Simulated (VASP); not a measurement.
A run of VASP 6.6.1 is set up as follows.

The input INCAR:

```
SYSTEM = Sc
  AGGAC = 1.0
  AGGAX = 1.0
  ALDAC = 0.0
  ALDAX = 1.0
  ALGO = Normal
  EDIFF = 1E-7
  ENCUT = 520
  GGA = B5
  ISIF = 2
  ISMEAR = -1
  LASPH = .True.
  LCHARG = .False.
  LREAL = .False.
  LWAVE = .False.
  NBANDS = 30
  NELM = 100
  PREC = Accurate
  SIGMA = 0.1
```

KPOINTS

```
k-points
0
Gamma
  12 12 4
  0 0 0
```

The input POSCAR:

```
Sc
1.0
    3.4385607638      0.0000000000      0.0000000000
   -1.7192803819      2.9778809739      0.0000000000
    0.0000000000      0.0000000000     10.9609564652
Sc
4
Direct
    0.0000000000      1.0000000000      1.0000000000
    0.0000000000      1.0000000000      0.5000000000
    0.3333333333      0.6666666667      0.2500000000
    0.6666666667      0.3333333333      0.7500000000
```

Potentials or basis: VASP PAW PBE potentials, release 64 (Sc_sv).

The run is started by

```console
$ cat potpaw_PBE.64/Sc_sv/POTCAR > POTCAR
$ mpirun -np 1 vasp_std > vasp.out
```

**Question.** Estimate the pressure.

**Answer.** -4.6 GPa.

**Question.** Predict the band gap on the k mesh.

**Answer.** Zero (bands 22 and 23 overlap by 0.98 eV).

Caveat: the cell stands under tension; the PAW data sets were made with another functional, which shifts forces and pressure a little.
